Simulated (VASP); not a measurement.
# MnS (Fm-3m) in VASP: notebook

Aim: see how the results for MnS move with the level of theory and the settings. Levels: RPBE+D3(BJ), PBEsol, PBEsol+D3(BJ). Tasks: relaxation of cell and atoms.

Program: VASP 6.6.1. These are calculated values, not measurements. Logs are shortened: lines on timing, memory, paths and dates and some standing lists are left out, and cuts for length are marked.

**1. The cell of the first run**

Symmetry: Fm-3m, No. 225, cubic system. The conventional cell has a = 5.209 Å, b = 5.209 Å, c = 5.209 Å, α = 90.00°, β = 90.00°, γ = 90.00°. Within 3.4 Å of Mn (site symmetry m-3m) lie 6 S at 2.60 Å. S (site symmetry m-3m) has 6 Mn at 2.60 Å within 3.4 Å.

**2. Relaxation of cell and atoms, RPBE+D3(BJ), collinear spin, ferromagnetic start**

Input file INCAR:

```
SYSTEM = MnS
PREC = Accurate
ENCUT = 600
EDIFF = 1E-7
ISMEAR = -1
SIGMA = 0.05
LREAL = .False.
LASPH = .True.
NELM = 150
ALGO = Normal
ISIF = 3
LWAVE = .False.
LCHARG = .False.
ISPIN = 2
MAGMOM = 4 0
LORBIT = 11
LMAXMIX = 4
GGA = RP
IVDW = 12
IBRION = 2
NSW = 80
EDIFFG = -0.02
```

Input file KPOINTS:

```
Automatic mesh
0
Gamma
  9 9 9
  0 0 0
```

Input file POSCAR:

```
MnS
1.0
    0.0000000000      2.6045000000      2.6045000000
    2.6045000000      0.0000000000      2.6045000000
    2.6045000000      2.6045000000      0.0000000000
Mn S
1 1
Direct
    0.0000000000      0.0000000000      0.0000000000
    0.5000000000      0.5000000000      0.5000000000
```

Potentials or basis: VASP PAW PBE potentials, release 64 (Mn_pv, S).

On the command line:

```sh
$ cat potpaw_PBE.64/Mn_pv/POTCAR potpaw_PBE.64/S/POTCAR > POTCAR
$ mpirun -np 1 vasp_std > vasp.out
```

OUTCAR:

```text
SYSTEM = MnS
   PREC = Accurate
   ENCUT = 600
   EDIFF = 1E-7
   ISMEAR = -1
   LREAL = .False.
   LASPH = .True.
   NELM = 150
   ISIF = 3
   ISPIN = 2
   LORBIT = 11
   GGA = RP
   IVDW = 12
   IBRION = 2
   NSW = 80
   EDIFFG = -0.02
 IVDW          = 12

 ion  position               nearest neighbor table
   1  0.000  0.000  0.000-   2 2.60   2 2.60   2 2.60   2 2.60   2 2.60   2 2.60
   2  0.500  0.500  0.500-   1 2.60   1 2.60   1 2.60   1 2.60   1 2.60   1 2.60

  LATTYP: Found a face centered cubic cell.
 ALAT       =     5.2090000000

  Lattice vectors:

 A1 = (   0.0000000000,   2.6045000000,   2.6045000000)
 A2 = (   2.6045000000,   0.0000000000,   2.6045000000)
 A3 = (   2.6045000000,   2.6045000000,   0.0000000000)

Analysis of symmetry for initial positions (statically):
=====================================================================
 Subroutine PRICEL returns:
 Original cell was already a primitive cell.

 Routine SETGRP: Setting up the symmetry group for a
 face centered cubic supercell.

 Subroutine GETGRP returns: Found 48 space group operations
 (whereof 48 operations were pure point group operations)
 out of a pool of 48 trial point group operations.

The static configuration has the point symmetry O_h .

Analysis of symmetry for dynamics (positions and initial velocities):
=====================================================================
 Subroutine PRICEL returns:
 Original cell was already a primitive cell.

 Routine SETGRP: Setting up the symmetry group for a
 face centered cubic supercell.

 Subroutine GETGRP returns: Found 48 space group operations
 (whereof 48 operations were pure point group operations)
 out of a pool of 48 trial point group operations.

The dynamic configuration has the point symmetry O_h .

Analysis of structural, dynamic, and magnetic symmetry:
=====================================================================
 Subroutine PRICEL returns:
 Original cell was already a primitive cell.

 Routine SETGRP: Setting up the symmetry group for a
 face centered cubic supercell.

 Subroutine GETGRP returns: Found 48 space group operations
 (whereof 48 operations were pure point group operations)
 out of a pool of 48 trial point group operations.

The overall configuration has the point symmetry O_h .

 Subroutine INISYM returns: Found 48 space group operations
 (whereof 48 operations are pure point group operations),
 and found     1 'primitive' translations

----------------------------------------------------------------------------------------

                                     Primitive cell

  volume of cell :      35.3348

  direct lattice vectors                    reciprocal lattice vectors
     0.000000000  2.604500000  2.604500000    -0.191975427  0.191975427  0.191975427
     2.604500000  0.000000000  2.604500000     0.191975427 -0.191975427  0.191975427
     2.604500000  2.604500000  0.000000000     0.191975427  0.191975427 -0.191975427

  length of vectors
     3.683319223  3.683319223  3.683319223     0.332511194  0.332511194  0.332511194

  position of ions in fractional coordinates (direct lattice)
     0.000000000  0.000000000  0.000000000
     0.500000000  0.500000000  0.500000000

  ion indices of the primitive-cell ions
   primitive index   ion index
                 1           1
                 2           2

----------------------------------------------------------------------------------------

 KPOINTS: Automatic mesh

Automatic generation of k-mesh.
 Grid dimensions read from file:
 generate k-points for:    9    9    9

 Generating k-lattice:

  Cartesian coordinates                     Fractional coordinates (reciprocal lattice)
    -0.021330603  0.021330603  0.021330603     0.111111111  0.000000000  0.000000000
     0.021330603 -0.021330603  0.021330603     0.000000000  0.111111111  0.000000000
     0.021330603  0.021330603 -0.021330603     0.000000000  0.000000000  0.111111111

  Length of vectors
     0.036945688  0.036945688  0.036945688

  Shift w.r.t. Gamma in fractional coordinates (k-lattice)
     0.000000000  0.000000000  0.000000000

 Subroutine IBZKPT returns following result:
 ===========================================

 Found     35 irreducible k-points:

 Following reciprocal coordinates:
            Coordinates               Weight
  0.000000  0.000000  0.000000      1.000000
  0.111111  0.000000  0.000000      8.000000
  0.222222  0.000000  0.000000      8.000000
  0.333333  0.000000  0.000000      8.000000
  0.444444  0.000000  0.000000      8.000000
  0.111111  0.111111  0.000000      6.000000
[... 16 lines left out ...]
 -0.333333  0.333333  0.000000     12.000000
  0.444444  0.444444  0.000000      6.000000
 [... further k-points ...]
   k-points           NKPTS =     35   k-points in BZ     NKDIM =     35   number of bands    NBANDS=     15
   number of dos      NEDOS =    301   number of ions     NIONS =      2
   total plane-waves  NPLWV =  27000
   dimension x,y,z NGX =    30 NGY =   30 NGZ =   30
   dimension x,y,z NGXF=    60 NGYF=   60 NGZF=   60
   ions per type =               1   1
   NGX,Y,Z   is equivalent  to a cutoff of  13.54, 13.54, 13.54 a.u.
   NGXF,Y,Z  is equivalent  to a cutoff of  27.08, 27.08, 27.08 a.u.
 SYSTEM =  MnS
   PREC   = accura    normal or accurate (medium, high low for compatibility)
   ISTART =      0    job   : 0-new  1-cont  2-samecut
   ICHARG =      2    charge: 1-file 2-atom 10-const
   ISPIN  =      2    spin polarized calculation?
   LNONCOLLINEAR =      F non collinear calculations
   LSORBIT =      F    spin-orbit coupling
   LASPH  =      T    aspherical Exc in radial PAW
   ENCUT  =  600.0 eV  44.10 Ry    6.64 a.u.   7.36  7.36  7.36*2*pi/ulx,y,z
   NELM   =    150;   NELMIN=  2; NELMDL= -5     # of ELM steps
   EDIFF  = 0.1E-06   stopping-criterion for ELM
   LREAL  =      F    real-space projection
   EDIFFG = -.2E-01   stopping-criterion for IOM
   NSW    =     80    number of steps for IOM
   IBRION =      2    ionic relax: 0-MD 1-quasi-New 2-CG
   NFREE  =      1    steps in history (QN), initial steepest desc. (CG)
   ISIF   =      3    stress and relaxation
   ISYM   =      2    0-nonsym 1-usesym 2-fastsym
   POTIM  = 0.5000    time-step for ionic-motion
   TEBEG  =    0.0;   TEEND  =   0.0 temperature during run
   PSTRESS=    0.0 pullay stress
   NELECT =      19.0000    total number of electrons
   NUPDOWN=      -1.0000    fix difference up-down
   EMIN   =  10.00;   EMAX   =-10.00  energy-range for DOS
   EFERMI =   0.00;   METHOD = LEGACY
   ISMEAR =    -1;   SIGMA  =   0.05  broadening in eV -4-tet -1-fermi 0-gaus
   EFERMI_NEDOS =   21; number of points for ismear=-14 and -15
   IALGO  =     38    algorithm
   IMIX   =      4    mixing-type and parameters
     AMIX     =   0.40;   BMIX     =  1.00
     AMIX_MAG =   1.60;   BMIX_MAG =  1.00
  volume/ion in A,a.u.               =      17.67       119.23
  Fermi-wavevector in a.u.,A,eV,Ry     =   1.331246  2.515690 24.112464  1.772216
  Thomas-Fermi vector in A             =   2.460272
   LORBIT       =     11    0 simple, 1 ext, 2 COOP (PROOUT), +10 PAW based schemes
   GGA     = RP    functional components
   LHFCALC =     F    Hartree Fock is set to
   AEXX    =    0.0000 exact exchange contribution
   IVDW    =    12    specifies the selected vdW correction
   LEPSILON=     F    determine dielectric tensor
   LRPA    =     F    only Hartree local field effects (RPA)
 conjugate gradient relaxation of ions
 spin polarized calculation
  energy-cutoff  :      600.00
  volume of cell :       35.33
 maximum number of plane-waves:      1243
 NGX is ok and might be reduce to    30
   NGX = 15   NGY = 15   NGZ = 15

--------------------------------------- Ionic step        1  -------------------------------------------

 number of electron      19.0000008 magnetization       4.7654224

 Free energy of the ion-electron system (eV)
  ---------------------------------------------------
  ext. energy  EPLUGINS =         0.00000000
  ---------------------------------------------------
  free energy    TOTEN  =       -13.46443508 eV

  energy without entropy =      -13.45860420  energy(sigma->0) =      -13.46151964

 E-fermi :   6.7809     XC(G=0): -10.4990

 val. band max:        6.7735943067   @ k =   0.3333   0.2222   0.0000
 cond. band min:       6.8950477239   @ k =  -0.4444   0.1111   0.0000
 fundamental gap:      0.1214534172
 Fermi energy:         6.7808743422

 spin component 1

 k-point     1 :       0.0000    0.0000    0.0000
  band No.  band energies     occupation
      1     -44.0612      1.00000
      2     -44.0612      1.00000
      3     -44.0612      1.00000
      4      -7.8203      1.00000
      5       3.3174      1.00000
      6       3.3174      1.00000
      7       3.3174      1.00000
      8       3.4154      1.00000
      9       3.4154      1.00000
     10       4.8815      1.00000
     11       4.8815      1.00000
     12       4.8815      1.00000
     13       8.5427      0.00000
     14      15.3164      0.00000
     15      15.3164      0.00000

 k-point     2 :       0.1111    0.0000    0.0000
  band No.  band energies     occupation
      1     -44.0621      1.00000
      2     -44.0613      1.00000
      3     -44.0613      1.00000
      4      -7.6962      1.00000
      5       3.0298      1.00000
      6       3.0649      1.00000
      7       3.0649      1.00000
      8       3.3871      1.00000
      9       3.3871      1.00000
     10       4.3742      1.00000
     11       5.2769      1.00000
     12       5.2769      1.00000
     13       9.3086      0.00000
     14      14.3847      0.00000
     15      15.2406      0.00000
[... 889 lines left out ...]
 VOLUME and BASIS-vectors are now :
 -----------------------------------------------------------------------------
  energy-cutoff  :      600.00
  volume of cell :       25.48
      direct lattice vectors                 reciprocal lattice vectors
    -0.000000000  2.335461133  2.335461133    -0.214090482  0.214090482  0.214090482
     2.335461133  0.000000000  2.335461133     0.214090482 -0.214090482  0.214090482
     2.335461133  2.335461133  0.000000000     0.214090482  0.214090482 -0.214090482

 POSITION                                       TOTAL-FORCE (eV/Angst)
 -----------------------------------------------------------------------------------
      2.33546      4.67092      2.33546        -0.000000      0.000000      0.000000
      2.33546      2.33546      2.33546         0.000000     -0.000000     -0.000000
 -----------------------------------------------------------------------------------
    total drift:                               -0.000000     -0.000000      0.000000

  FREE ENERGIE OF THE ION-ELECTRON SYSTEM (eV)
  ---------------------------------------------------
  free  energy   TOTEN  =       -16.1963803236 eV

  energy  without entropy=      -16.1857623543  energy(sigma->0) =      -16.19107134

--------------------------------------- Ionic step        3  -------------------------------------------

 number of electron      19.0000001 magnetization       3.7412868

 Free energy of the ion-electron system (eV)
  ---------------------------------------------------
  ext. energy  EPLUGINS =         0.00000000
  ---------------------------------------------------
  free energy    TOTEN  =       -12.96973995 eV

  energy without entropy =      -12.95835386  energy(sigma->0) =      -12.96404690

 E-fermi :  10.0907     XC(G=0): -11.9860

 val. band max:       10.0859992165   @ k =   0.2222   0.0000   0.0000
 cond. band min:      10.1074719149   @ k =  -0.3333   0.3333   0.0000
 fundamental gap:      0.0214726984
 Fermi energy:        10.0907107444

 spin component 1

 k-point     1 :       0.0000    0.0000    0.0000
  band No.  band energies     occupation
      1     -40.1980      1.00000
      2     -40.1980      1.00000
      3     -40.1980      1.00000
      4      -6.5183      1.00000
      5       6.6011      1.00000
      6       6.6011      1.00000
      7       6.6011      1.00000
      8       6.7923      1.00000
      9       6.7923      1.00000
     10       8.0187      1.00000
     11       8.0187      1.00000
     12       8.0187      1.00000
     13      14.5651      0.00000
     14      19.5020      0.00000
     15      19.5020      0.00000

 k-point     2 :       0.1111    0.0000    0.0000
  band No.  band energies     occupation
      1     -40.2018      1.00000
      2     -40.1985      1.00000
      3     -40.1985      1.00000
      4      -6.3342      1.00000
      5       5.9634      1.00000
      6       6.0953      1.00000
      7       6.0953      1.00000
      8       6.7359      1.00000
      9       6.7359      1.00000
     10       7.8298      1.00000
     11       8.7972      1.00000
     12       8.7972      1.00000
     13      15.2738      0.00000
     14      18.4221      0.00000
     15      19.4414      0.00000
[... 849 lines left out ...]
 VOLUME and BASIS-vectors are now :
 -----------------------------------------------------------------------------
  energy-cutoff  :      600.00
  volume of cell :       26.78
      direct lattice vectors                 reciprocal lattice vectors
    -0.000000000  2.374613749  2.374613749    -0.210560560  0.210560560  0.210560560
     2.374613749  0.000000000  2.374613749     0.210560560 -0.210560560  0.210560560
     2.374613749  2.374613749  0.000000000     0.210560560  0.210560560 -0.210560560

 POSITION                                       TOTAL-FORCE (eV/Angst)
 -----------------------------------------------------------------------------------
      0.00000      0.00000      0.00000        -0.000000     -0.000000      0.000000
      2.37461      2.37461      2.37461         0.000000      0.000000     -0.000000
 -----------------------------------------------------------------------------------
    total drift:                               -0.000000      0.000000      0.000000

  FREE ENERGIE OF THE ION-ELECTRON SYSTEM (eV)
  ---------------------------------------------------
  free  energy   TOTEN  =       -16.2120989408 eV

  energy  without entropy=      -16.2007128445  energy(sigma->0) =      -16.20640589

 reached required accuracy - stopping structural energy minimisation

 total charge

# of ion       s       p       d       tot
------------------------------------------
    1        0.273   6.261   5.114  11.648
    2        1.330   2.471   0.000   3.801
--------------------------------------------------
tot          1.603   8.732   5.114  15.449

 magnetization (x)

# of ion       s       p       d       tot
------------------------------------------
    1        0.056   0.047   3.389   3.492
    2        0.024   0.030   0.000   0.054
--------------------------------------------------
tot          0.080   0.078   3.389   3.546
```

Run time: 3.1 min. Hardware: 1 thread of AMD EPYC 9755, shared host; peak memory 0.19 GiB.

Results:

- Free energy: -16.2121 eV
- Relaxed volume: 13.39 Å³/atom
- Relaxed cell: a = 3.358 Å, b = 3.358 Å, c = 3.358 Å, α = 60.00°, β = 60.00°, γ = 60.00°
- Space group after relaxing (to 0.1 Å): Fm-3m (No. 225)
- Ionic steps: 3
- Pressure after relaxing: 0.1 GPa
- Net moment: 3.74 μB per cell
- Site moments: Mn +3.49; S +0.05 μB
- Valence electrons inside the program's atomic spheres: Mn 11.65; S 3.80
- Dispersion energy per atom: -1.621 eV

The path:
| step | energy change (eV) | largest force (eV/Å) | pressure (GPa) | volume (Å³) |
| --- | --- | --- | --- | --- |
| 1 | 0.0000 | 0.0000 | -19.42 | 35.33 |
| 2 | 0.7276 | 0.0000 | 4.59 | 25.48 |
| 3 | 0.7118 | 0.0000 | 0.12 | 26.78 |

Final structure:
```
CELL_PARAMETERS angstrom
0.00000 2.37461 2.37461
2.37461 0.00000 2.37461
2.37461 2.37461 0.00000
ATOMIC_POSITIONS crystal
Mn 0.00000 0.00000 0.00000
S 0.50000 0.50000 0.50000
```

Levels at points of the mesh, in eV from the Fermi level:
Spin up:
```csv
k point,band 9,band 10,band 11,band 12,band 13,band 14,band 15
"(0.00, 0.00, 0.00)",-3.30,-2.07,-2.07,-2.07,4.47,9.41,9.41
```
Spin down:
```tsv
k point	band 6	band 7	band 8	band 9	band 10	band 11
(0.00, 0.00, 0.00)	-1.89	-1.89	-0.57	-0.57	-0.57	-0.44
```

Caveat: the volume moved by over 15 % at a fixed basis, so the end points are rough; the dispersion term is far too large for a dense solid, which distorts pressure and volume; the PAW data sets were made with another functional, which shifts forces and pressure a little; a cell with one magnetic atom can't hold antiferromagnetic order, which such compounds often take; semilocal functionals often make such compounds metallic where correlation or magnetic order opens a gap, which also shifts bond lengths. With open d or f shells a metallic result of RPBE can be an artefact of self-interaction; +U or a hybrid may open a gap.

**3. Relaxation of cell and atoms, PBEsol, collinear spin, ferromagnetic start**

Input file INCAR:

```
SYSTEM = MnS
ALGO     = Normal         ! electronic algorithm
EDIFF    = 1E-6           ! SCF threshold, eV
EDIFFG   = -0.02          ! ionic threshold
ENCUT    = 600            ! plane-wave cutoff, eV
GGA      = PS             ! functional
IBRION   = 2              ! ionic algorithm
ISIF     = 3              ! what is computed and relaxed
ISMEAR   = -1             ! smearing method
ISPIN    = 2              ! spin polarisation
LASPH    = .TRUE.         ! aspherical terms in the spheres
LCHARG   = .FALSE.        ! write CHGCAR
LMAXMIX  = 4              ! l up to which the mixer works
LORBIT   = 11             ! projections on sites
LREAL    = .FALSE.        ! projectors in reciprocal space
LWAVE    = .FALSE.        ! write WAVECAR
MAGMOM   = 4 0            ! initial moments
NELM     = 150            ! most SCF steps
NSW      = 80             ! ionic steps
PREC     = Accurate       ! precision mode
SIGMA    = 0.05           ! smearing width, eV
```

Input file KPOINTS:

```
k-points
0
G
  9 9 9
  0 0 0
```

POSCAR is that of step 2.

Potentials or basis: VASP PAW PBE potentials, release 64 (Mn_pv, S).

On the command line:

```sh
$ cat potpaw_PBE.64/Mn_pv/POTCAR potpaw_PBE.64/S/POTCAR > POTCAR
$ mpirun -np 1 vasp_std > vasp.out
```

Wall time 3.2 min (1 thread of AMD EPYC 9755, shared host); peak memory 0.18 GiB.

Results (log left out):

```
Free energy                                           : -14.9907 eV
Relaxed volume                                        : 14.92 Å³/atom
Relaxed cell                                          : a = 3.481 Å, b = 3.481 Å, c = 3.481 Å, α = 60.00°, β = 60.00°, γ = 60.00°
Space group after relaxing (to 0.1 Å)                 : Fm-3m (No. 225)
Energy gained by relaxing                             : 66.4 meV/atom
Ionic steps                                           : 4
Pressure after relaxing                               : -0.2 GPa
Net moment                                            : 4.00 μB per cell
Site moments                                          : Mn +3.71; S +0.05 μB
Valence electrons inside the program's atomic spheres : Mn 11.52; S 3.72
```

The path:
```tsv
step	energy change (eV)	largest force (eV/Å)	pressure (GPa)	volume (Å³)
1	0.0000	0.0000	-7.19	35.33
2	-0.1171	0.0000	-2.43	31.43
3	-0.1327	0.0000	0.24	29.69
4	-0.1327	0.0000	-0.17	29.84
```

Final structure:
```
CELL_PARAMETERS angstrom
0.00000 2.46171 2.46171
2.46171 0.00000 2.46171
2.46171 2.46171 0.00000
ATOMIC_POSITIONS crystal
Mn 0.00000 0.00000 0.00000
S 0.50000 0.50000 0.50000
```

Levels at points of the mesh, in eV from the Fermi level:
Spin up:
```csv
k point,band 10,band 11,band 12,band 13,band 14,band 15
"(0.00, 0.00, 0.00)",-2.05,-2.05,-2.05,3.10,9.03,9.03
```
Spin down:
```csv
k point,band 6,band 7,band 8,band 9,band 10,band 11
"(0.00, 0.00, 0.00)",-1.86,-1.86,-0.32,-0.32,-0.32,-0.19
```

Caveat: the volume moved by over 15 % at a fixed basis, so the end points are rough; the PAW data sets were made with another functional, which shifts forces and pressure a little; a cell with one magnetic atom can't hold antiferromagnetic order, which such compounds often take; semilocal functionals often make such compounds metallic where correlation or magnetic order opens a gap, which also shifts bond lengths. With open d or f shells a metallic result of PBEsol can be an artefact of self-interaction; +U or a hybrid may open a gap.

(Continued in part 2 of 2.)
